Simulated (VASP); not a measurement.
## Ni: single point with PBE

Ni:

```
CELL_PARAMETERS angstrom
0.00000 1.75931 1.75931
1.75931 0.00000 1.75931
1.75931 1.75931 0.00000
ATOMIC_POSITIONS crystal
Ni 0.00000 0.00000 0.00000
```

```yaml
Program: VASP 6.6.1
Task: single point
Functional: PBE
Potentials_or_basis: VASP PAW PBE potentials, release 64 (Ni)
Cutoff: 600 eV
k_mesh: 26 × 26 × 26
Occupations: methfessel-paxton, width 0.1 eV
Spin: collinear spin, ferromagnetic start
Starting_moments: "[0.8] μB"
```

```
Pressure                                              : -0.3 GPa
Net moment                                            : 0.63 μB per cell
Site moments                                          : Ni +0.65 μB
Valence electrons inside the program's atomic spheres : Ni 9.31
```

Levels at points of the mesh, in eV from the Fermi level:
Spin up:
```
           k point  band 1  band 2  band 3  band 4  band 5  band 6  band 7  band 8  band 9  band 10
(0.00, 0.00, 0.00)   -9.01   -2.45   -2.45   -2.45   -1.27   -1.27   23.71   27.56   27.56    27.56
(0.50, 0.00, 0.00)   -4.84   -2.43   -2.43   -0.62   -0.62   -0.30    5.64   22.20   24.65    24.65
(0.50, 0.50, 0.00)   -4.65   -4.21   -0.56   -0.49   -0.49    2.44    9.20   14.81   14.81    19.70
```
Spin down:
```
           k point  band 3  band 4  band 5  band 6  band 7  band 8
(0.00, 0.00, 0.00)   -1.68   -1.68   -0.68   -0.68   23.54   27.54
(0.50, 0.00, 0.00)   -1.80   -0.36    0.15    0.15    6.07   22.05
(0.50, 0.50, 0.00)    0.05    0.38    0.38    2.40    9.44   14.81
```

Wall time 4.3 min on 1 thread of Intel Xeon 8259CL, with other jobs on the host, peak memory 0.26 GiB.
